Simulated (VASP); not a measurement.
# BaTiO3 in VASP: further runs, part 2 of 2

VASP 6.6.1. Earlier steps stand in the parts before.

## Step 3: Single point, PBEsol+U

This run uses another cell than the first one, of 12.64 Å³/atom.

The input, INCAR:

```
PREC = Accurate
ENCUT = 520
EDIFF = 1E-6
ISMEAR = -1
SIGMA = 0.05
LREAL = F
LASPH = T
NELM = 150
ALGO = Normal
ISIF = 2
LWAVE = F
LCHARG = T
LMAXMIX = 4
LDAU = T
LDAUTYPE = 2
LDAUL = -1 2 -1
LDAUU = 0 5 0
LDAUJ = 0 0 0
LDAUPRINT = 1
GGA = PS
LVHAR = T
NBANDS = 51
KPAR = 4
```

The input, KPOINTS:

```
regular mesh
0
Gamma
  7 7 4
```

The input, POSCAR:

```
BaTiO3
1.0
   -3.9827251275     -0.0000023411      0.0000486983
   -0.0000497011     -0.0000653236     -3.9827968814
   -0.0000037529     -7.9655303209      0.0001488141
Ba Ti O
2 2 6
Direct
   -0.0000073995      0.9999943577      0.4999950572
   -0.0000050788      1.0000001538     -0.0000042030
    0.4999745038      0.5000107510      0.2499882242
    0.4999965598      0.4999800384      0.7499890198
    0.5000078069     -0.0000079894      0.2499981504
    0.5000000065      0.0000146327      0.7500094686
    0.5000068223      0.5000018287      0.5000084823
    0.5000059715      0.5000024972      0.0000069036
    1.0000165613      0.4999968914      0.2499983464
    0.0000042561      0.5000068385      0.7500105406
```

Potentials or basis: VASP PAW PBE potentials, release 64 (Ba_sv, Ti_sv, O).

Launch:

```console
> cat potpaw_PBE.64/Ba_sv/POTCAR potpaw_PBE.64/Ti_sv/POTCAR potpaw_PBE.64/O/POTCAR > POTCAR
> mpirun -np 4 vasp_std > vasp.out
```

OUTCAR:

```text
PREC = Accurate
   ENCUT = 520
   EDIFF = 1E-6
   ISMEAR = -1
   LREAL = F
   LASPH = T
   NELM = 150
   ISIF = 2
   GGA = PS

 ion  position               nearest neighbor table
   1  1.000  1.000  0.500-   5 2.82   7 2.82   7 2.82   9 2.82   9 2.82   5 2.82   7 2.82   6 2.82
                             7 2.82  10 2.82   6 2.82  10 2.82   4 3.45   4 3.45   3 3.45   4 3.45
   2  1.000  0.000  1.000-   6 2.82  10 2.82   6 2.82  10 2.82   8 2.82   5 2.82   8 2.82   9 2.82
                             8 2.82   8 2.82   5 2.82   9 2.82   3 3.45   3 3.45   4 3.45   3 3.45
   3  0.500  0.500  0.250-   9 1.99   8 1.99   5 1.99   5 1.99   9 1.99   7 1.99   2 3.45   2 3.45
                             1 3.45   2 3.45   1 3.45   2 3.45   1 3.45   1 3.45
   4  0.500  0.500  0.750-   7 1.99   6 1.99  10 1.99  10 1.99   8 1.99   6 1.99   1 3.45   1 3.45
                             2 3.45   2 3.45   1 3.45   1 3.45   2 3.45   2 3.45
   5  0.500  1.000  0.250-   3 1.99   3 1.99   1 2.82   2 2.82   1 2.82   2 2.82
   6  0.500  0.000  0.750-   4 1.99   4 1.99   2 2.82   2 2.82   1 2.82   1 2.82
   7  0.500  0.500  0.500-   4 1.99   3 1.99   1 2.82   1 2.82   1 2.82   1 2.82
   8  0.500  0.500  0.000-   3 1.99   4 1.99   2 2.82   2 2.82   2 2.82   2 2.82
   9  0.000  0.500  0.250-   3 1.99   3 1.99   1 2.82   1 2.82   2 2.82   2 2.82
  10  0.000  0.500  0.750-   4 1.99   4 1.99   2 2.82   2 2.82   1 2.82   1 2.82

  LATTYP: Found a simple orthorhombic cell.
 ALAT       =     3.9827251278
 B/A-ratio  =     1.0000180164
 C/A-ratio  =     2.0000201035

  Lattice vectors:

 A1 = (  -3.9827251275,  -0.0000023411,   0.0000486983)
 A2 = (  -0.0000497011,  -0.0000653236,  -3.9827968814)
 A3 = (  -0.0000037529,  -7.9655303209,   0.0001488141)

Analysis of symmetry for initial positions (statically):
=====================================================================
 Subroutine PRICEL returns:
 Original cell was already a primitive cell.

 Routine SETGRP: Setting up the symmetry group for a
 simple orthorhombic supercell.

 Subroutine GETGRP returns: Found  1 space group operations
[... 239 lines left out ...]
  o =  0.2389  v = -0.0000  0.0000  0.2493 -0.0000  0.9684  0.0000  0.0000  0.0000  0.0000  0.0000      0.0000  0.0000  0.0000  0.0000  0.0000  0.0000  0.0000  0.0000  0.0000  0.0000

 number of electron      79.9999953 magnetization

 Free energy of the ion-electron system (eV)
  ---------------------------------------------------
  ext. energy  EPLUGINS =         0.00000000
  ---------------------------------------------------
  free energy    TOTEN  =       -77.25850902 eV

  energy without entropy =      -77.25850902  energy(sigma->0) =      -77.25850902

 E-fermi :   5.1649     XC(G=0): -11.6037

 val. band max:        3.9443707668   @ k =   0.4286  -0.4286  -0.0000
 cond. band min:       6.3079615287   @ k =   0.0000   0.0000   0.0000
 fundamental gap:      2.3635907618
 Fermi energy:         5.1648517382

 k-point     1 :       0.0000    0.0000    0.0000
  band No.  band energies     occupation
      1     -53.6790      2.00000
      2     -53.6779      2.00000
      3     -29.9975      2.00000
      4     -29.9497      2.00000
      5     -29.9497      2.00000
      6     -29.9497      2.00000
[... 1285 lines left out ...]
     50      10.8566      0.00000
     51      11.8733      0.00000

 [... further k-points ...]

------------------------ aborting loop because EDIFF is reached ----------------------------------------

  FORCE on cell =-STRESS in cart. coord.  units (eV):
  Direction    XX          YY          ZZ          XY          YZ          ZX
  --------------------------------------------------------------------------------------
  -------------------------------------------------------------------------------------
  Total        3.5153688      3.5142583      3.5120220     -0.0001095      0.0002413     -0.0000300
  in kB       44.5757119     44.5616303     44.5332743     -0.0013888      0.0030591     -0.0003803
  external PRESSURE =      44.5568721 kB  Pullay stress =       0.0000000 kB

 VOLUME and BASIS-vectors are now :
 -----------------------------------------------------------------------------
  energy-cutoff  :      520.00
  volume of cell :      126.35
      direct lattice vectors                 reciprocal lattice vectors
    -3.982725128 -0.000002341  0.000048698    -0.251084363  0.000000118  0.000003133
    -0.000049701 -0.000065324 -3.982796881    -0.000003070 -0.000004691 -0.251079839
    -0.000003753 -7.965530321  0.000148814     0.000000074 -0.125540919  0.000002059

 POSITION                                       TOTAL-FORCE (eV/Angst)
 -----------------------------------------------------------------------------------
     -3.98275     -3.98279     -3.98265        -0.000076     -0.000148     -0.000112
     -3.98271     -7.96550      0.00020        -0.000014      0.000048      0.000039
     -1.99129     -1.99132     -1.99138        -0.000802     -0.000117      0.000410
     -1.99138     -5.97409     -1.99118        -0.000057     -0.001226     -0.000665
     -1.99144     -1.99143     -3.98270         0.000021     -0.000419     -0.000425
     -1.99137     -5.97422      0.00008        -0.000035      0.000476      0.000683
     -1.99142     -3.98287     -1.99131         0.000051      0.000937      0.000018
     -1.99141     -0.00009     -1.99138         0.000033      0.000330      0.000012
     -0.00009     -1.99140     -1.99135         0.000739     -0.000420      0.000037
     -0.00004     -5.97426     -1.99131         0.000140      0.000540      0.000003
 -----------------------------------------------------------------------------------
    total drift:                               -0.000014      0.000013      0.000007

  FREE ENERGIE OF THE ION-ELECTRON SYSTEM (eV)
  ---------------------------------------------------
  free  energy   TOTEN  =       -77.2585090192 eV

  energy  without entropy=      -77.2585090192  energy(sigma->0) =      -77.25850902
```

OSZICAR:

```text
N       E                     dE             d eps       ncg     rms          rms(c)
DAV:   1     0.101548977261E+04    0.10155E+04   -0.39781E+04 10098   0.171E+03
DAV:   2     0.493487897744E+02   -0.96614E+03   -0.90997E+03 11313   0.492E+02
DAV:   3    -0.908387258309E+02   -0.14019E+03   -0.13788E+03 13838   0.184E+02
DAV:   4    -0.998529675376E+02   -0.90142E+01   -0.89938E+01 15236   0.433E+01
DAV:   5    -0.100270617841E+03   -0.41765E+00   -0.41740E+00 14052   0.774E+00    0.328E+01
DAV:   6    -0.764794469945E+02    0.23791E+02   -0.10655E+02 14920   0.735E+01    0.129E+01
DAV:   7    -0.773690559035E+02   -0.88961E+00   -0.16176E+01 13466   0.154E+01    0.769E+00
DAV:   8    -0.772442943469E+02    0.12476E+00   -0.26978E+00 13200   0.807E+00    0.197E+00
DAV:   9    -0.772462578701E+02   -0.19635E-02   -0.30766E-01 13371   0.282E+00    0.151E+00
DAV:  10    -0.772603347309E+02   -0.14077E-01   -0.99481E-02 13803   0.219E+00    0.579E-01
DAV:  11    -0.772585412043E+02    0.17935E-02   -0.11039E-02 13155   0.783E-01    0.109E-01
DAV:  12    -0.772585967726E+02   -0.55568E-04   -0.89400E-04 15006   0.209E-01    0.772E-02
DAV:  13    -0.772585304005E+02    0.66372E-04   -0.56253E-04 15297   0.209E-01    0.452E-02
DAV:  14    -0.772585094597E+02    0.20941E-04   -0.72482E-05 13992   0.740E-02    0.107E-02
DAV:  15    -0.772585090192E+02    0.44045E-06   -0.89201E-06 12251   0.165E-02
   1 F= -.77258509E+02 E0= -.77258509E+02  d E =-.162708E-10
```

Run time: 3.5 min. Hardware: 4 MPI ranks of Oxide Virtual Turin-like, shared host; peak memory 0.56 GiB.

Results:

```yaml
Free_energy: -77.2585 eV
Pressure: 4.5 GPa
Band_gap_on_the_k_mesh: 2.36 eV
```

Levels at points of the mesh, in eV from the valence-band top:
```tsv
k point	band 36	band 37	band 38	band 39	band 40	band 41	band 42	band 43	band 44	band 45
(0.00, 0.00, 0.00)	-0.78	-0.78	-0.15	-0.15	-0.15	2.36	2.36	2.36	2.58	4.13
(0.00, 0.00, 0.50)	-1.26	-0.49	-0.49	-0.49	-0.49	2.47	2.47	3.33	3.33	3.33
```

Eigenvalues of the final occupation matrices:
```
    site  spin  trace               eigenvalues
site 3 d     1   0.78  0.10 0.10 0.10 0.24 0.24
site 3 d     2   0.78  0.10 0.10 0.10 0.24 0.24
site 4 d     1   0.78  0.10 0.10 0.10 0.24 0.24
site 4 d     2   0.78  0.10 0.10 0.10 0.24 0.24
```

Caveat: the cell stands under pressure; the PAW data sets were made with another functional, which shifts forces and pressure a little; spin-orbit coupling is left out, which moves the levels of the heavy elements. A k mesh can miss the band edges.

## Step 4: Single point, LDA+U

This run uses another cell than the first one, of 12.33 Å³/atom.

The input, INCAR:

```
SYSTEM = BaTiO3
  PREC = Accurate
  ENCUT = 600
  EDIFF = 1E-6
  ISMEAR = -1
  SIGMA = 0.05
  LREAL = .False.
  LASPH = .True.
  NELM = 200
  ALGO = Normal
  ISIF = 2
  LWAVE = .False.
  LCHARG = .True.
  LMAXMIX = 4
  LDAU = .True.
  LDAUTYPE = 2
  LDAUL = -1 2 -1
  LDAUU = 0 6 0
  LDAUJ = 0 0 0
  LDAUPRINT = 1
  GGA = CA
  LVHAR = .True.
  NBANDS = 51
  GGA_COMPAT = .False.
  KPAR = 4
```

The input, KPOINTS:

```
Automatic mesh
0
Gamma
  7 7 4
  0 0 0
```

The input, POSCAR:

```
BaTiO3
1.0
   -3.9494922159     -0.0000846265      0.0000182847
   -0.0000788987     -0.0000677766     -3.9501946695
   -0.0001627897     -7.9000020810      0.0001393734
Ba Ti O
2 2 6
Direct
    0.0000457746      1.0000207099      0.4999753302
    0.0000037650      0.9999976567     -0.0000233917
    0.5000225517      0.5000429515      0.2499657663
    0.5000089356      0.5000625653      0.7499749827
    0.4999607655     -0.0000317257      0.2500302581
    0.4999710897     -0.0000319016      0.7500119381
    0.4999867869      0.4999801744      0.5000164693
    0.5000116412      0.4999814912      0.0000210578
    0.9999934825      0.4999851839      0.2499993397
   -0.0000047828      0.4999928944      0.7500282395
```

Potentials or basis: VASP PAW LDA potentials, release 64 (Ba_sv, Ti_sv, O).

Launch:

```console
> cat potpaw_LDA.64/Ba_sv/POTCAR potpaw_LDA.64/Ti_sv/POTCAR potpaw_LDA.64/O/POTCAR > POTCAR
> mpirun -np 4 vasp_std > vasp.out
```

OUTCAR:

```text
SYSTEM = BaTiO3
   PREC = Accurate
   ENCUT = 600
   EDIFF = 1E-6
   ISMEAR = -1
   LREAL = .False.
   LASPH = .True.
   NELM = 200
   ISIF = 2
   GGA = CA

 ion  position               nearest neighbor table
   1  0.000  0.000  0.500-   5 2.79   7 2.79   5 2.79   7 2.79   9 2.79   6 2.79   7 2.79   9 2.79
                             6 2.79   7 2.79  10 2.79  10 2.79   4 3.42   3 3.42   4 3.42   3 3.42
   2  0.000  1.000  1.000-   6 2.79  10 2.79   6 2.79  10 2.79   8 2.79   8 2.79   8 2.79   8 2.79
                             5 2.79   9 2.79   5 2.79   9 2.79   3 3.42   4 3.42   4 3.42   3 3.42
   3  0.500  0.500  0.250-   8 1.97   9 1.97   5 1.97   9 1.97   5 1.98   7 1.98   2 3.42   1 3.42
                             2 3.42   2 3.42   1 3.42   1 3.42   2 3.42   1 3.42
   4  0.500  0.500  0.750-   7 1.97  10 1.97   6 1.97  10 1.97   8 1.98   6 1.98   2 3.42   1 3.42
                             2 3.42   1 3.42   1 3.42   1 3.42   2 3.42   2 3.42
   5  0.500  1.000  0.250-   3 1.97   3 1.98   1 2.79   1 2.79   2 2.79   2 2.79
   6  0.500  1.000  0.750-   4 1.97   4 1.98   2 2.79   2 2.79   1 2.79   1 2.79
   7  0.500  0.500  0.500-   4 1.97   3 1.98   1 2.79   1 2.79   1 2.79   1 2.79
   8  0.500  0.500  0.000-   3 1.97   4 1.98   2 2.79   2 2.79   2 2.79   2 2.79
   9  1.000  0.500  0.250-   3 1.97   3 1.97   1 2.79   1 2.79   2 2.79   2 2.79
  10  1.000  0.500  0.750-   4 1.97   4 1.97   2 2.79   2 2.79   1 2.79   1 2.79

  LATTYP: Found a simple monoclinic cell.
 ALAT       =     7.9000020839
 B/A-ratio  =     0.5000245100
 C/A-ratio  =     1.1179863898
 COS(beta)  =    -0.8944464754

  Lattice vectors:

 A1 = (  -0.0001627897,  -7.9000020810,   0.0001393734)
 A2 = (   0.0000788987,   0.0000677766,   3.9501946695)
 A3 = (  -3.9493294262,   7.8999174545,  -0.0001210887)

Analysis of symmetry for initial positions (statically):
=====================================================================
 Subroutine PRICEL returns:
 Original cell was already a primitive cell.

 Routine SETGRP: Setting up the symmetry group for a
 simple monoclinic supercell.

[... 240 lines left out ...]
  o =  0.2430  v = -0.0000  0.0000 -0.3444 -0.0000  0.9388  0.0000  0.0000  0.0000  0.0000  0.0000      0.0000  0.0000  0.0000  0.0000  0.0000  0.0000  0.0000  0.0000  0.0000  0.0000

 number of electron      79.9999949 magnetization

 Free energy of the ion-electron system (eV)
  ---------------------------------------------------
  ext. energy  EPLUGINS =         0.00000000
  ---------------------------------------------------
  free energy    TOTEN  =       -80.19512099 eV

  energy without entropy =      -80.19512099  energy(sigma->0) =      -80.19512099

 E-fermi :   5.1310     XC(G=0): -11.9490

 val. band max:        4.0107329492   @ k =   0.4286  -0.4286  -0.0000
 cond. band min:       6.5137341700   @ k =   0.0000   0.0000   0.0000
 fundamental gap:      2.5030012208
 Fermi energy:         5.1310258849

 k-point     1 :       0.0000    0.0000    0.0000
  band No.  band energies     occupation
      1     -53.2615      2.00000
      2     -53.2603      2.00000
      3     -29.8830      2.00000
      4     -29.8304      2.00000
      5     -29.8303      2.00000
      6     -29.8303      2.00000
[... 1285 lines left out ...]
     50      11.0620      0.00000
     51      12.0895      0.00000

 [... further k-points ...]

------------------------ aborting loop because EDIFF is reached ----------------------------------------

  FORCE on cell =-STRESS in cart. coord.  units (eV):
  Direction    XX          YY          ZZ          XY          YZ          ZX
  --------------------------------------------------------------------------------------
  -------------------------------------------------------------------------------------
  Total        4.3157534      4.2892663      4.2799750     -0.0043603      0.0000481     -0.0015926
  in kB       56.1022439     55.7579281     55.6371467     -0.0566808      0.0006253     -0.0207035
  external PRESSURE =      55.8324396 kB  Pullay stress =       0.0000000 kB

 VOLUME and BASIS-vectors are now :
 -----------------------------------------------------------------------------
  energy-cutoff  :      600.00
  volume of cell :      123.25
      direct lattice vectors                 reciprocal lattice vectors
    -3.949492216 -0.000084626  0.000018285    -0.253197106  0.000005218  0.000005057
    -0.000078899 -0.000067777 -3.950194670    -0.000001172 -0.000004466 -0.253152081
    -0.000162790 -7.900002081  0.000139373     0.000002712 -0.126582245  0.000002172

 POSITION                                       TOTAL-FORCE (eV/Angst)
 -----------------------------------------------------------------------------------
     -0.00026     -3.94981     -0.00001         0.001317     -0.000939      0.000044
     -0.00026     -7.89989     -3.95005         0.000008     -0.001007     -0.000621
     -1.97492     -1.97481     -1.97522         0.000728     -0.003457      0.002188
     -1.97494     -5.92488     -1.97523         0.000124     -0.001369      0.002944
     -1.97471     -1.97535     -3.95003        -0.000953      0.001382     -0.001988
     -1.97483     -5.92521     -3.94995        -0.000677      0.000114     -0.002460
     -1.97481     -3.95021     -1.97494        -0.000557      0.001659     -0.000171
     -1.97483     -0.00024     -1.97502         0.000249      0.002703     -0.000048
     -3.94955     -1.97511     -1.97499        -0.000194     -0.000133     -0.000014
     -3.94963     -5.92534     -1.97495        -0.000044      0.001048      0.000126
 -----------------------------------------------------------------------------------
    total drift:                               -0.000011      0.000015     -0.000019

  FREE ENERGIE OF THE ION-ELECTRON SYSTEM (eV)
  ---------------------------------------------------
  free  energy   TOTEN  =       -80.1951209884 eV

  energy  without entropy=      -80.1951209883  energy(sigma->0) =      -80.19512099
```

stdout:

```text
POSCAR found type information on POSCAR BaTiO
 POSCAR found :  3 types and      10 ions
 scaLAPACK will be used
 LDA part: xc-table for (Slater(with rela. corr.)+CA(PZ))
 , standard interpolation
 POSCAR, INCAR and KPOINTS ok, starting setup
 FFT: planning ... GRIDC
 FFT: planning ... GRID_SOFT
 FFT: planning ... GRID
 WAVECAR not read
 entering main loop
```

Run time: 6.3 min. Hardware: 4 MPI ranks of Oxide Virtual Turin-like, shared host; peak memory 0.63 GiB.

What came out:

```
Free energy            : -80.1951 eV
Pressure               : 5.6 GPa
Largest force          : 0.004 eV/Å
Band gap on the k mesh : 2.50 eV
```

Forces on the atoms (eV/Å):
```
Ba   0.001 -0.001  0.000
Ba   0.000 -0.001 -0.001
Ti   0.001 -0.003  0.002
Ti   0.000 -0.001  0.003
O   -0.001  0.001 -0.002
O   -0.001  0.000 -0.002
O   -0.001  0.002  0.000
O    0.000  0.003  0.000
O    0.000  0.000  0.000
O    0.000  0.001  0.000
```

Eigenvalues of the final occupation matrices:
```csv
site,spin,trace,eigenvalues
site 3 d,1,0.78,0.10 0.10 0.10 0.24 0.24
site 3 d,2,0.78,0.10 0.10 0.10 0.24 0.24
site 4 d,1,0.78,0.10 0.10 0.10 0.24 0.24
site 4 d,2,0.78,0.10 0.10 0.10 0.24 0.24
```

Caveat: the cell stands under pressure; spin-orbit coupling is left out, which moves the levels of the heavy elements.

## Step 5: Summary

| level | potentials or basis | U | cell | cutoff (eV) | gap on the mesh (eV) | pressure (GPa) |
| --- | --- | --- | --- | --- | --- | --- |
| PBEsol+D3(BJ) | VASP PAW PBE potentials, release 64 (Ba_sv, Ti_sv, O) | - | a = 3.950, b = 3.954, c = 7.907 Å, angles 89.9°, 10 atoms, atomic positions A | 520 | 2.10 | 2.1 |
| PBEsol+U | VASP PAW PBE potentials, release 64 (Ba_sv, Ti_sv, O) | Ti d U = 5.0 eV | a = 3.983, b = 3.983, c = 7.966 Å, 10 atoms, atomic positions B | 520 | 2.36 | 4.5 |
| LDA+U | VASP PAW LDA potentials, release 64 (Ba_sv, Ti_sv, O) | Ti d U = 6.0 eV | a = 3.949, b = 3.950, c = 7.900 Å, 10 atoms, atomic positions B | 600 | 2.50 | 5.6 |

Alike in all rows: task single point; no spin polarisation; k mesh 7 × 7 × 4; smearing fermi-dirac 0.05 eV.

Caveats: spin-orbit coupling is left out, which moves the levels of the heavy elements; the PAW data sets were made with another functional, which shifts forces and pressure a little (at least some runs); the cell stands under pressure (at least some runs).

Total energies depend on the potentials used, so only differences within one code and one set of settings carry meaning.
